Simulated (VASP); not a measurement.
Write the native input for VASP 6.6.1 that does the following.

```
Task                   : single point
Functional             : PBE
Potentials or basis    : VASP PAW PBE potentials, release 64 (Ta_pv, N)
Cutoff                 : 520 eV
k mesh                 : 10 × 10 × 10
Occupations            : gaussian, width 0.1 eV
Spin                   : no spin polarisation
Dipole correction      : no
Further INCAR settings : ALGO = Normal; EDIFF = 1e-06; NBANDS = 32
```

The structure of Ta4N lies in POSCAR:

```
Ta4N
1.0
    4.2906923000      0.0000000000      0.0000000000
    0.0000000000      4.2906923000      0.0000000000
    0.0000000000      0.0000000000      4.2906923000
Ta N
4 1
Direct
    0.0000000000      0.0000000000      0.0000000000
    0.5000000000      0.5000000000      0.0000000000
    0.5000000000      0.0000000000      0.5000000000
    0.0000000000      0.5000000000      0.5000000000
    0.5000000000      0.5000000000      0.5000000000
```

These files were run (other wordings do the same):

INCAR

```
PREC = Accurate ; ENCUT = 520
EDIFF = 1E-6 ; ISMEAR = 0
SIGMA = 0.1 ; LREAL = F
LASPH = T ; NELM = 100
ALGO = Normal ; ISIF = 2
LWAVE = F ; LCHARG = F
GGA = PE ; NBANDS = 32
```

KPOINTS

```
regular mesh
0
Gamma
  10 10 10
```

Potentials or basis: VASP PAW PBE potentials, release 64 (Ta_pv, N).

The run is started by

```sh
$ cat potpaw_PBE.64/Ta_pv/POTCAR potpaw_PBE.64/N/POTCAR > POTCAR
$ mpirun -np 1 vasp_std > vasp.out
```

Results of the run:

```json
{
 "Pressure": "0.3 GPa"
}
```

It took 2.1 min on 1 thread of AMD EPYC 7R43 64-Core Processor (Zen 3) (shared host), peak memory 0.22 GiB.
